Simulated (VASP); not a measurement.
# Zr (P6_3/mmc) in VASP: settings compared, part 2 of 2

VASP 6.6.1. Earlier steps stand in the parts before.

## 3. Relaxation of cell and atoms, RPBE

This run uses another cell than the first one, of 23.28 Å³/atom.

File INCAR:

```
SYSTEM = Zr
ALGO = Normal
EDIFF = 1E-6
EDIFFG = -0.01
ENCUT = 600
GGA = RP
IBRION = 2
ISIF = 3
ISMEAR = -1
LASPH = .True.
LCHARG = .False.
LREAL = .False.
LWAVE = .False.
NELM = 100
NSW = 60
PREC = Accurate
SIGMA = 0.05
```

File KPOINTS:

```
k-points
0
Gamma
  9 9 5
  0 0 0
```

File POSCAR:

```
Zr
1.0
    3.2320000000      0.0000000000      0.0000000000
   -1.6160000000      2.7989941050      0.0000000000
    0.0000000000      0.0000000000      5.1470000000
Zr
2
Direct
    0.6666666667      0.3333333333      0.7500000000
    0.3333333333      0.6666666667      0.2500000000
```

Potentials or basis: VASP PAW PBE potentials, release 64 (Zr_sv).

Run with:

```console
$ cat potpaw_PBE.64/Zr_sv/POTCAR > POTCAR
$ mpirun -np 1 vasp_std > vasp.out
```

Run time: 2.2 min. Hardware: 1 thread of Intel Xeon 8259CL, shared host; peak memory 0.2 GiB.

The run converged. Its results:

| Property | Result |
| --- | --- |
| Free energy | -16.2081 eV |
| Relaxed volume | 23.95 Å³/atom |
| Relaxed cell | a = 3.257 Å, b = 3.257 Å, c = 5.214 Å, α = 90.00°, β = 90.00°, γ = 120.00° |
| Space group after relaxing (to 0.1 Å) | P6_3/mmc (No. 194) |
| Energy gained by relaxing | 5.8 meV/atom |
| Ionic steps | 4 |
| Pressure after relaxing | 0.0 GPa |
| Band gap on the k mesh | zero (bands 12 and 13 overlap by 1.15 eV) |

Stress tensor (GPa, compression positive):
```
-0.05  0.00  0.00
 0.00 -0.05  0.00
 0.00  0.00  0.05
```

Step by step:
| step | energy change (eV) | largest force (eV/Å) | pressure (GPa) | volume (Å³) |
| --- | --- | --- | --- | --- |
| 1 | 0.0000 | 0.0000 | 2.72 | 46.56 |
| 2 | -0.0007 | 0.0000 | -2.46 | 49.28 |
| 3 | -0.0115 | 0.0000 | -0.02 | 47.92 |
| 4 | -0.0116 | 0.0000 | -0.02 | 47.91 |

Final structure:
```
Zr
1.0
     3.25732    0.00000    0.00000
    -1.62866    2.82092    0.00000
     0.00000    0.00000    5.21360
Zr
2
Direct
  0.66667 0.33333 0.75000
  0.33333 0.66667 0.25000
```

Levels at points of the mesh, in eV from the Fermi level:
```tsv
k point	band 9	band 10	band 11	band 12	band 13	band 14	band 15	band 16
(0.00, 0.00, 0.00)	-5.61	-2.96	0.87	0.87	0.96	1.00	1.52	1.52
```

Caveat: the PAW data sets were made with another functional, which shifts forces and pressure a little. RPBE and its kin give volumes clearly too large for solids.

## 4. Relaxation of cell and atoms, PBEsol+D4

This run uses another cell than the first one, of 23.28 Å³/atom.

File INCAR:

```
ALGO = Normal
EDIFF = 1E-7
EDIFFG = -0.01
ENCUT = 600
GGA = PS
IBRION = 2
ISIF = 3
ISMEAR = -1
IVDW = 13
LASPH = T
LCHARG = F
LREAL = F
LWAVE = F
NELM = 80
NSW = 60
PREC = Accurate
SIGMA = 0.05
```

File KPOINTS:

```
k-points
0
Gamma
  9 9 5
```

POSCAR is that of step 3.

Run with:

```console
$ cat potpaw_PBE.64/Zr_sv/POTCAR > POTCAR
$ mpirun -np 1 vasp_std > vasp.out
```

Run time: 3.5 min. Hardware: 1 thread of Intel Xeon 8259CL, shared host; peak memory 0.2 GiB.

It converged, with:

```yaml
Free_energy: -18.4262 eV
Relaxed_volume: 22.28 Å³/atom
Relaxed_cell: a = 3.172 Å, b = 3.172 Å, c = 5.113 Å, α = 90.00°, β = 90.00°, γ = 120.00°
Space_group_after_relaxing_to_0.1_Å: P6_3/mmc (No. 194)
Energy_gained_by_relaxing: 13.3 meV/atom
Ionic_steps: 7
Pressure_after_relaxing: 0.1 GPa
Band_gap_on_the_k_mesh: zero (bands 12 and 13 overlap by 1.13 eV)
Dispersion_energy_per_atom: -0.125 eV
```

The path:
```tsv
step	energy change (eV)	largest force (eV/Å)	pressure (GPa)	volume (Å³)
1	0.0000	0.0000	-4.02	46.56
2	-0.0001	0.0000	4.62	42.73
3	-0.0258	0.0000	0.02	44.60
4	-0.0258	0.0000	0.10	44.56
5	-0.0265	0.0000	0.08	44.56
6	-0.0266	0.0000	0.06	44.56
7	-0.0266	0.0000	0.06	44.56
```

Final structure:
```xyz
2
Lattice="3.1720 0.0000 0.0000 -1.5860 2.7471 0.0000 0.0000 0.0000 5.1134" Properties=species:S:1:pos:R:3 pbc="T T T"
Zr    1.5860    0.9157    3.8350
Zr    0.0000    1.8314    1.2783
```

Levels at points of the mesh, in eV from the Fermi level:
```tsv
k point	band 9	band 10	band 11	band 12	band 13	band 14	band 15	band 16
(0.00, 0.00, 0.00)	-5.75	-3.16	0.89	0.89	0.92	1.26	1.60	1.60
```

Caveat: the PAW data sets were made with another functional, which shifts forces and pressure a little.

## 5. Relaxation of cell and atoms, RPBE+D3(BJ)

This run uses another cell than the first one, of 23.28 Å³/atom.

File INCAR:

```
PREC     = Accurate       # precision mode
ENCUT    = 600            # plane-wave cutoff, eV
EDIFF    = 1E-6           # SCF threshold, eV
ISMEAR   = -1             # smearing method
SIGMA    = 0.05           # smearing width, eV
LREAL    = F              # projectors in reciprocal space
LASPH    = T              # aspherical terms in the spheres
NELM     = 60             # most SCF steps
ALGO     = Normal         # electronic algorithm
ISIF     = 3              # what is computed and relaxed
LWAVE    = F              # write WAVECAR
LCHARG   = F              # write CHGCAR
GGA      = RP             # functional
IVDW     = 12             # dispersion correction
IBRION   = 2              # ionic algorithm
NSW      = 60             # ionic steps
EDIFFG   = -0.01          # ionic threshold
```

File KPOINTS:

```
regular mesh
0
Gamma
  9 9 5
```

POSCAR is that of step 4.

Run with:

```console
$ cat potpaw_PBE.64/Zr_sv/POTCAR > POTCAR
$ mpirun -np 1 vasp_std > vasp.out
```

Wall time 5 min (1 thread of Intel Xeon 8259CL, shared host); peak memory 0.21 GiB.

Results (log left out):

```
Free energy                           : -24.6944 eV
Relaxed volume                        : 17.44 Å³/atom
Relaxed cell                          : a = 2.897 Å, b = 2.897 Å, c = 4.801 Å, α = 90.00°, β = 90.00°, γ = 120.00°
Space group after relaxing (to 0.1 Å) : P6_3/mmc (No. 194)
Pressure after relaxing               : 0.0 GPa
Band gap on the k mesh                : zero (bands 12 and 13 overlap by 1.26 eV)
Dispersion energy per atom            : -5.002 eV
```

Final structure:
```yaml
crystal:
  lattice:
    - [2.89665, 0.00000, 0.00000]
    - [-1.44832, 2.50857, 0.00000]
    - [0.00000, 0.00000, 4.80076]
  atoms:
    - { symbol: Zr, position: [0.66667, 0.33333, 0.75000] }
    - { symbol: Zr, position: [0.33333, 0.66667, 0.25000] }
```

Levels at points of the mesh, in eV from the Fermi level:
```
           k point  band 8  band 9  band 10  band 11  band 12  band 13  band 14  band 15  band 16
(0.00, 0.00, 0.00)  -25.31   -5.86    -3.78     0.62     0.94     0.94     1.83     1.83     2.38
```

Caveat: the volume moved by over 15 % at a fixed basis, so the end points are rough; the PAW data sets were made with another functional, which shifts forces and pressure a little.

## 6. Single point, HSE06

This run uses another cell than the first one, of 23.28 Å³/atom.

POSCAR is that of step 5.

File INCAR.step1:

```
SYSTEM = Zr
ALGO = Normal
EDIFF = 1E-5
ENCUT = 520
GGA = PE
ISIF = 2
ISMEAR = -1
LASPH = .True.
LCHARG = .False.
LREAL = .False.
LWAVE = .True.
NBANDS = 19
NELM = 100
PREC = Accurate
SIGMA = 0.05
```

File INCAR.step2:

```
SYSTEM = Zr
ALGO = Normal
EDIFF = 1E-7
ENCUT = 520
GGA = PE
HFSCREEN = 0.2079
ISIF = 2
ISMEAR = -1
ISTART = 1
LASPH = .True.
LCHARG = .False.
LHFCALC = .True.
LREAL = .False.
LWAVE = .False.
NBANDS = 19
NELM = 100
PREC = Accurate
PRECFOCK = Normal
SIGMA = 0.05
```

File KPOINTS:

```
k-points
0
Gamma
  6 6 4
  0 0 0
```

Potentials or basis: VASP PAW PBE potentials, release 64 (Zr_sv).

Run with:

```console
$ cat potpaw_PBE.64/Zr_sv/POTCAR > POTCAR
$ cp INCAR.step1 INCAR
$ mpirun -np 1 vasp_std > vasp.out
$ cp INCAR.step2 INCAR
$ mpirun -np 1 vasp_std > vasp.out
```

Wall time 85 min (1 thread of Intel Xeon Platinum 8259CL at 2.50GHz (Skylake/Cascade Lake), shared host); peak memory 0.28 GiB.

The run converged. Its results:

```
Free energy            : -19.6013 eV
Pressure               : 0.7 GPa
Band gap on the k mesh : zero (bands 12 and 13 overlap by 1.52 eV)
```

Stress tensor (GPa, compression positive):
```
0.74 0.00 0.00
0.00 0.74 0.00
0.00 0.00 0.50
```

Levels at points of the mesh, in eV from the Fermi level:
| k point | band 10 | band 11 | band 12 | band 13 | band 14 | band 15 |
| --- | --- | --- | --- | --- | --- | --- |
| (0.00, 0.00, 0.00) | -3.69 | 0.75 | 1.08 | 1.08 | 1.33 | 1.95 |
| (0.50, 0.00, 0.00) | -3.17 | -2.63 | -0.77 | 0.89 | 0.94 | 1.78 |
| (0.00, 0.00, 0.50) | -4.87 | -0.05 | -0.05 | 1.04 | 1.04 | 1.04 |
| (0.50, 0.00, 0.50) | -3.47 | -1.35 | -1.35 | 1.51 | 1.51 | 2.67 |

Caveat: the k points lie up to 0.37 Å⁻¹ apart, too coarse for converged energies and pressures of a metal; the PAW data sets were made with another functional, which shifts forces and pressure a little.

## 7. The runs side by side

```csv
task,level,cell,k mesh,cutoff (eV),grid for exact exchange (PRECFOCK),share of exact exchange,screening parameter,gap on the mesh (eV),pressure (GPa),relaxed volume (Å³/atom)
single point,RPBE,"a = 3.256, b = 3.256, c = 5.216 Å, angles 90.0, 90.0, 120.0°, 2 atoms",9 × 9 × 5,520,-,-,-,none,0.0,-
relaxation of cell and atoms,RPBE,"relaxed from a = 3.232, b = 3.232, c = 5.147 Å, angles 90.0, 90.0, 120.0°, 2 atoms",9 × 9 × 5,600,-,-,-,none,0.0,23.95
relaxation of cell and atoms,PBEsol+D4,"relaxed from a = 3.232, b = 3.232, c = 5.147 Å, angles 90.0, 90.0, 120.0°, 2 atoms",9 × 9 × 5,600,-,-,-,none,0.1,22.28
relaxation of cell and atoms,RPBE+D3(BJ),"relaxed from a = 3.232, b = 3.232, c = 5.147 Å, angles 90.0, 90.0, 120.0°, 2 atoms",9 × 9 × 5,600,-,-,-,none,0.0,17.44
single point,HSE06,"a = 3.232, b = 3.232, c = 5.147 Å, angles 90.0, 90.0, 120.0°, 2 atoms",6 × 6 × 4,520,Normal,0.25,0.2079 1/Å,none,0.7,-
```

Alike in all rows: potentials or basis VASP PAW PBE potentials, release 64 (Zr_sv); no spin polarisation; smearing fermi-dirac 0.05 eV.

Caveats: some runs use coarse meshes; the PAW data sets were made with another functional, which shifts forces and pressure a little; the volume moved by over 15 % at a fixed basis, so the end points are rough (at least some runs).

Absolute energies hang on the potentials; compare differences alone.
